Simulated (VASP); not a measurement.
# Zr4Cl (P4/nmm) in VASP: a series of runs

The runs below take Zr4Cl through relaxation of cell and atoms, with PBE.

All numbers are computed with VASP 6.6.1; they aren't measurements. Logs are shortened: lines on timing, memory, paths and dates and some standing lists are left out, and cuts for length are marked.

### 1 The cell of the first run

Symmetry: P4/nmm, No. 129, tetragonal system. Conventional cell: a = 5.641 Å, b = 5.641 Å, c = 5.905 Å, α = 90.00°, β = 90.00°, γ = 90.00°. Zr (site symmetry m) has 5 Zr at 2.19 to 2.65 Å and 3 Cl at 2.97 to 3.04 Å within 3.1 Å. Cl (site symmetry 4mm) has 16 Zr at 2.97 to 3.89 Å within 3.9 Å.

The cell was built from a structure type or drawn by symmetry, and may not be a known phase.

### 2 Relaxation of cell and atoms, PBE

INCAR

```
SYSTEM = Zr4Cl
PREC = Accurate
ENCUT = 500
EDIFF = 1E-7
ISMEAR = 0
SIGMA = 0.2
LREAL = .False.
LASPH = .True.
NELM = 120
ALGO = Normal
ISIF = 3
LWAVE = .False.
LCHARG = .False.
GGA = PE
IBRION = 2
NSW = 36
EDIFFG = -0.08
GGA_COMPAT = .False.
NELMIN = 4
```

KPOINTS

```
Automatic mesh
0
Gamma
  3 3 3
  0 0 0
```

POSCAR

```
Zr4Cl
1.0
    5.6409537200      0.0000000000      0.0000000000
    0.0000000000      5.6409537200      0.0000000000
    0.0000000000      0.0000000000      5.9045354900
Zr Cl
8 2
Direct
    0.5000000000      0.3058420900      0.8177239200
    0.5000000000      0.6941579100      0.8177239200
    0.1941579100      0.0000000000      0.8177239200
    0.8058420900      0.0000000000      0.8177239200
    0.0000000000      0.8058420900      0.1822760800
    0.0000000000      0.1941579100      0.1822760800
    0.3058420900      0.5000000000      0.1822760800
    0.6941579100      0.5000000000      0.1822760800
    0.5000000000      0.0000000000      0.2271773500
    0.0000000000      0.5000000000      0.7728226500
```

Potentials or basis: VASP PAW PBE potentials, release 64 (Zr_sv, Cl).

Command:

```
cat potpaw_PBE.64/Zr_sv/POTCAR potpaw_PBE.64/Cl/POTCAR > POTCAR
mpirun -np 1 vasp_std > vasp.out
```

OUTCAR:

```text
SYSTEM = Zr4Cl
   PREC = Accurate
   ENCUT = 500
   EDIFF = 1E-7
   ISMEAR = 0
   LREAL = .False.
   LASPH = .True.
   NELM = 120
   ISIF = 3
   GGA = PE
   IBRION = 2
   NSW = 36
   EDIFFG = -0.08
   NELMIN = 4

 ion  position               nearest neighbor table
   1  0.500  0.306  0.818-   2 2.19   3 2.44   4 2.44   7 2.65   8 2.65   9 2.97  10 3.04  10 3.04
                             2 3.45   6 3.60   6 3.60
   2  0.500  0.694  0.818-   1 2.19   3 2.44   4 2.44   7 2.65   8 2.65   9 2.97  10 3.04  10 3.04
                             1 3.45   5 3.60   5 3.60
   3  0.194  0.000  0.818-   4 2.19   2 2.44   1 2.44   5 2.65   6 2.65   9 2.97  10 3.04  10 3.04
                             4 3.45   7 3.60   7 3.60
   4  0.806  0.000  0.818-   3 2.19   2 2.44   1 2.44   5 2.65   6 2.65   9 2.97  10 3.04  10 3.04
                             3 3.45   8 3.60   8 3.60
   5  0.000  0.806  0.182-   6 2.19   7 2.44   8 2.44   4 2.65   3 2.65  10 2.97   9 3.04   9 3.04
                             6 3.45   2 3.60   2 3.60
   6  0.000  0.194  0.182-   5 2.19   7 2.44   8 2.44   4 2.65   3 2.65  10 2.97   9 3.04   9 3.04
                             5 3.45   1 3.60   1 3.60
   7  0.306  0.500  0.182-   8 2.19   6 2.44   5 2.44   2 2.65   1 2.65  10 2.97   9 3.04   9 3.04
                             8 3.45   3 3.60   3 3.60
   8  0.694  0.500  0.182-   7 2.19   6 2.44   5 2.44   2 2.65   1 2.65  10 2.97   9 3.04   9 3.04
                             7 3.45   4 3.60   4 3.60
   9  0.500  0.000  0.227-   1 2.97   2 2.97   3 2.97   4 2.97   5 3.04   6 3.04   7 3.04   8 3.04
                             7 3.04   8 3.04   5 3.04   6 3.04
  10  0.000  0.500  0.773-   5 2.97   6 2.97   7 2.97   8 2.97   1 3.04   2 3.04   3 3.04   4 3.04
                             3 3.04   4 3.04   1 3.04   2 3.04

  LATTYP: Found a simple tetragonal cell.
 ALAT       =     5.6409537200
 C/A-ratio  =     1.0467264550

  Lattice vectors:

 A1 = (   5.6409537200,   0.0000000000,   0.0000000000)
 A2 = (   0.0000000000,   5.6409537200,   0.0000000000)
 A3 = (   0.0000000000,   0.0000000000,   5.9045354900)

Analysis of symmetry for initial positions (statically):
=====================================================================
 Subroutine PRICEL returns:
 Original cell was already a primitive cell.

 Routine SETGRP: Setting up the symmetry group for a
 simple tetragonal supercell.

 Subroutine GETGRP returns: Found 16 space group operations
 (whereof  8 operations were pure point group operations)
 out of a pool of 16 trial point group operations.

The static configuration has the point symmetry D_2d.
 The point group associated with its full space group is D_4h.

Analysis of symmetry for dynamics (positions and initial velocities):
=====================================================================
 Subroutine PRICEL returns:
 Original cell was already a primitive cell.

 Routine SETGRP: Setting up the symmetry group for a
 simple tetragonal supercell.

 Subroutine GETGRP returns: Found 16 space group operations
 (whereof  8 operations were pure point group operations)
 out of a pool of 16 trial point group operations.

The dynamic configuration has the point symmetry D_2d.
 The point group associated with its full space group is D_4h.

 Subroutine INISYM returns: Found 16 space group operations
 (whereof  8 operations are pure point group operations),
 and found     1 'primitive' translations

----------------------------------------------------------------------------------------

                                     Primitive cell

  volume of cell :     187.8844

  direct lattice vectors                    reciprocal lattice vectors
     5.640953720  0.000000000  0.000000000     0.177274987  0.000000000  0.000000000
     0.000000000  5.640953720  0.000000000     0.000000000  0.177274987  0.000000000
     0.000000000  0.000000000  5.904535490     0.000000000  0.000000000  0.169361333

  length of vectors
     5.640953720  5.640953720  5.904535490     0.177274987  0.177274987  0.169361333

  position of ions in fractional coordinates (direct lattice)
     0.500000000  0.305842090  0.817723920
     0.500000000  0.694157910  0.817723920
     0.194157910  0.000000000  0.817723920
     0.805842090  0.000000000  0.817723920
     0.000000000  0.805842090  0.182276080
     0.000000000  0.194157910  0.182276080
     0.305842090  0.500000000  0.182276080
     0.694157910  0.500000000  0.182276080
     0.500000000  0.000000000  0.227177350
     0.000000000  0.500000000  0.772822650

  ion indices of the primitive-cell ions
   primitive index   ion index
                 1           1
                 2           2
                 3           3
                 4           4
                 5           5
                 6           6
                 7           7
                 8           8
                 9           9
                10          10

----------------------------------------------------------------------------------------

 KPOINTS: Automatic mesh

Automatic generation of k-mesh.
 Grid dimensions read from file:
 generate k-points for:    3    3    3

 Generating k-lattice:

  Cartesian coordinates                     Fractional coordinates (reciprocal lattice)
     0.059091662  0.000000000  0.000000000     0.333333333  0.000000000  0.000000000
     0.000000000  0.059091662  0.000000000     0.000000000  0.333333333  0.000000000
     0.000000000  0.000000000  0.056453778     0.000000000  0.000000000  0.333333333

  Length of vectors
     0.059091662  0.059091662  0.056453778

  Shift w.r.t. Gamma in fractional coordinates (k-lattice)
     0.000000000  0.000000000  0.000000000

 Subroutine IBZKPT returns following result:
 ===========================================

 Found      6 irreducible k-points:

 Following reciprocal coordinates:
            Coordinates               Weight
  0.000000  0.000000  0.000000      1.000000
  0.333333  0.000000  0.000000      4.000000
  0.333333  0.333333  0.000000      4.000000
  0.000000  0.000000  0.333333      2.000000
  0.333333  0.000000  0.333333      8.000000
  0.333333  0.333333  0.333333      8.000000
   k-points           NKPTS =      6   k-points in BZ     NKDIM =      6   number of bands    NBANDS=     66
   number of dos      NEDOS =    301   number of ions     NIONS =     10
   total plane-waves  NPLWV =  84672
   dimension x,y,z NGX =    42 NGY =   42 NGZ =   48
   dimension x,y,z NGXF=    84 NGYF=   84 NGZF=   96
   ions per type =               8   2
   NGX,Y,Z   is equivalent  to a cutoff of  12.38, 12.38, 13.51 a.u.
   NGXF,Y,Z  is equivalent  to a cutoff of  24.76, 24.76, 27.03 a.u.
 SYSTEM =  Zr4Cl
   PREC   = accura    normal or accurate (medium, high low for compatibility)
   ISTART =      0    job   : 0-new  1-cont  2-samecut
   ICHARG =      2    charge: 1-file 2-atom 10-const
   ISPIN  =      1    spin polarized calculation?
   LNONCOLLINEAR =      F non collinear calculations
   LSORBIT =      F    spin-orbit coupling
   LASPH  =      T    aspherical Exc in radial PAW
   ENCUT  =  500.0 eV  36.75 Ry    6.06 a.u.  10.28 10.28 10.77*2*pi/ulx,y,z
   NELM   =    120;   NELMIN=  4; NELMDL= -5     # of ELM steps
   EDIFF  = 0.1E-06   stopping-criterion for ELM
   LREAL  =      F    real-space projection
   EDIFFG = -.8E-01   stopping-criterion for IOM
   NSW    =     36    number of steps for IOM
   IBRION =      2    ionic relax: 0-MD 1-quasi-New 2-CG
   NFREE  =      1    steps in history (QN), initial steepest desc. (CG)
   ISIF   =      3    stress and relaxation
   ISYM   =      2    0-nonsym 1-usesym 2-fastsym
   POTIM  = 0.5000    time-step for ionic-motion
   TEBEG  =    0.0;   TEEND  =   0.0 temperature during run
   PSTRESS=    0.0 pullay stress
   NELECT =     110.0000    total number of electrons
   NUPDOWN=      -1.0000    fix difference up-down
   EMIN   =  10.00;   EMAX   =-10.00  energy-range for DOS
   EFERMI =   0.00;   METHOD = LEGACY
   ISMEAR =     0;   SIGMA  =   0.20  broadening in eV -4-tet -1-fermi 0-gaus
   EFERMI_NEDOS =   21; number of points for ismear=-14 and -15
   IALGO  =     38    algorithm
   IMIX   =      4    mixing-type and parameters
     AMIX     =   0.40;   BMIX     =  1.00
     AMIX_MAG =   1.60;   BMIX_MAG =  1.00
  volume/ion in A,a.u.               =      18.79       126.79
  Fermi-wavevector in a.u.,A,eV,Ry     =   1.369542  2.588060 25.519715  1.875646
  Thomas-Fermi vector in A             =   2.495408
   LORBIT       =      0    0 simple, 1 ext, 2 COOP (PROOUT), +10 PAW based schemes
   GGA     = PE    functional components
   LHFCALC =     F    Hartree Fock is set to
   AEXX    =    0.0000 exact exchange contribution
   IVDW    =     0    specifies the selected vdW correction
   LEPSILON=     F    determine dielectric tensor
   LRPA    =     F    only Hartree local field effects (RPA)
 conjugate gradient relaxation of ions
 non-spin polarized calculation
 Gauss-broadening in eV      SIGMA  =   0.20
  energy-cutoff  :      500.00
  volume of cell :      187.88
 maximum number of plane-waves:      4794
 NGX is ok and might be reduce to    42
   NGX = 21   NGY = 21   NGZ = 21

--------------------------------------- Ionic step        1  -------------------------------------------

 number of electron     110.0000001 magnetization

 Free energy of the ion-electron system (eV)
  ---------------------------------------------------
  ext. energy  EPLUGINS =         0.00000000
  ---------------------------------------------------
  free energy    TOTEN  =       -51.13926522 eV

  energy without entropy =      -51.08362354  energy(sigma->0) =      -51.11144438

 E-fermi :  10.3392     XC(G=0): -11.3803

 val. band max:       10.1606638261   @ k =   0.0000   0.0000   0.0000
 cond. band min:      10.4903960869   @ k =   0.3333   0.3333   0.0000
 fundamental gap:      0.3297322608
 Fermi energy:        10.3392351499

 k-point     1 :       0.0000    0.0000    0.0000
  band No.  band energies     occupation
      1     -39.0406      2.00000
      2     -38.6505      2.00000
      3     -38.3319      2.00000
      4     -37.9252      2.00000
      5     -37.4902      2.00000
      6     -37.4902      2.00000
[... 1373 lines left out ...]
     65       7.9181      0.00000
     66       8.1091      0.00000

[... ionic steps 4 to 22 ...]

--------------------------------------- Ionic step       23  -------------------------------------------

 number of electron     110.0000017 magnetization

------------------------ aborting loop because EDIFF is reached ----------------------------------------

  FORCE on cell =-STRESS in cart. coord.  units (eV):
  Direction    XX          YY          ZZ          XY          YZ          ZX
  --------------------------------------------------------------------------------------
  -------------------------------------------------------------------------------------
  Total        0.0098122      0.0098122     -0.1043422      0.0000000      0.0000000      0.0000000
  in kB        0.0719005      0.0719005     -0.7645861      0.0000000      0.0000000      0.0000000
  external PRESSURE =      -0.2069284 kB  Pullay stress =       0.0000000 kB
[... 73 lines left out ...]
  energy  without entropy=      -71.5516641224  energy(sigma->0) =      -71.66280349

--------------------------------------- Ionic step       25  -------------------------------------------

 number of electron     110.0000020 magnetization

 Free energy of the ion-electron system (eV)
  ---------------------------------------------------
  ext. energy  EPLUGINS =         0.00000000
  ---------------------------------------------------
  free energy    TOTEN  =       -71.77714534 eV

  energy without entropy =      -71.55362355  energy(sigma->0) =      -71.66538445

 E-fermi :   9.1125     XC(G=0): -10.9879

 val. band max:        9.0616901221   @ k =   0.3333   0.0000   0.0000
 cond. band min:       9.1466851111   @ k =   0.3333   0.3333   0.3333
 fundamental gap:      0.0849949890
 Fermi energy:         9.1124744027

 k-point     1 :       0.0000    0.0000    0.0000
  band No.  band energies     occupation
      1     -39.7319      2.00000
      2     -39.6914      2.00000
      3     -39.6184      2.00000
      4     -39.6184      2.00000
      5     -39.6170      2.00000
      6     -39.6170      2.00000
[... 440 lines left out ...]
  FREE ENERGIE OF THE ION-ELECTRON SYSTEM (eV)
  ---------------------------------------------------
  free  energy   TOTEN  =       -71.7771453416 eV

  energy  without entropy=      -71.5536235549  energy(sigma->0) =      -71.66538445

 reached required accuracy - stopping structural energy minimisation
```

Wall time 23 min (1 thread of AMD EPYC 7R13 (Zen 3), shared host); peak memory 0.28 GiB.

What came out:

```yaml
Free_energy: -71.7771 eV
Relaxed_volume: 21.82 Å³/atom
Relaxed_cell: a = 8.227 Å, b = 8.227 Å, c = 3.224 Å, α = 90.00°, β = 90.00°, γ = 90.00°
Space_group_after_relaxing_to_0.1_Å: P4/nmm (No. 129)
Energy_gained_by_relaxing: 2063.8 meV/atom
Ionic_steps: 25
Pressure_after_relaxing: 0.2 GPa
Largest_force_after_relaxing: 0.079 eV/Å
Band_gap_on_the_k_mesh: zero (bands 55 and 56 overlap by 0.48 eV)
```

Forces in eV/Å, atoms in the order of the input:
```
Zr   0.000 -0.027 -0.011
Zr   0.000  0.027 -0.011
Zr   0.027  0.000 -0.011
Zr  -0.027  0.000 -0.011
Zr   0.000 -0.027  0.011
Zr   0.000  0.027  0.011
Zr  -0.027  0.000  0.011
Zr   0.027  0.000  0.011
Cl   0.000  0.000  0.079
Cl   0.000  0.000 -0.079
```

Stress tensor (GPa, compression positive):
```
0.22 0.00 0.00
0.00 0.22 0.00
0.00 0.00 0.11
```

The path:
| step | energy change (eV) | largest force (eV/Å) | pressure (GPa) | volume (Å³) |
| --- | --- | --- | --- | --- |
| 1 | 0.0000 | 3.8892 | 43.36 | 187.88 |
| 2 | -7.9438 | 0.9982 | -9.65 | 359.38 |
| 3 | -11.0303 | 1.2216 | -1.54 | 274.66 |
| 4 | -11.0282 | 1.2184 | -2.34 | 279.03 |
| 5 | -13.0930 | 0.4618 | -3.15 | 274.69 |
| 6 | -13.7872 | 1.0542 | -2.43 | 270.51 |
| 7 | -14.7167 | 2.6295 | 1.69 | 258.45 |
| 8 | -16.2673 | 1.9445 | -0.55 | 260.12 |
| 9 | -18.3741 | 1.4035 | -2.88 | 258.30 |
| 10 | -16.2177 | 0.9115 | -3.62 | 230.99 |
| 11 | -18.4662 | 1.4804 | -2.89 | 256.42 |
| 12 | -18.7605 | 1.6213 | -2.86 | 251.01 |
| 13 | -18.6843 | 1.2935 | -4.03 | 242.51 |
| 14 | -18.8028 | 1.6730 | -2.92 | 249.95 |
| 15 | -18.8787 | 1.5766 | -3.39 | 246.50 |
| 16 | -18.8590 | 1.6667 | -3.09 | 248.39 |
| 17 | -19.7193 | 1.2711 | -1.82 | 236.85 |
| 18 | -20.4693 | 0.3184 | 4.49 | 209.35 |
| 19 | -20.4934 | 0.4731 | 3.14 | 213.38 |
| 20 | -20.5874 | 0.1655 | -2.08 | 223.06 |
| 21 | -20.6132 | 0.1350 | -0.53 | 219.90 |
| 22 | -20.6313 | 0.1238 | -0.18 | 219.02 |
| 23 | -20.6332 | 0.1187 | -0.02 | 218.65 |
| 24 | -20.6347 | 0.1089 | 0.03 | 218.54 |
| 25 | -20.6379 | 0.0794 | 0.18 | 218.21 |

Final structure:
```
CELL_PARAMETERS angstrom
8.22669 0.00000 0.00000
0.00000 8.22669 0.00000
0.00000 0.00000 3.22419
ATOMIC_POSITIONS crystal
Zr 0.50000 0.28034 0.75247
Zr 0.50000 0.71966 0.75247
Zr 0.21966 0.00000 0.75247
Zr 0.78034 0.00000 0.75247
Zr 0.00000 0.78034 0.24753
Zr 0.00000 0.21966 0.24753
Zr 0.28034 0.50000 0.24753
Zr 0.71966 0.50000 0.24753
Cl 0.50000 0.00000 0.23445
Cl 0.00000 0.50000 0.76555
```

Caveat: the k points lie up to 0.65 Å⁻¹ apart in the final cell; the volume moved by over 15 % at a fixed basis, so the end points are rough; the relaxation stopped at a loose force limit of 0.08 eV/Å, so its end isn't a converged minimum.

(Part 1 of 2 ends here.)
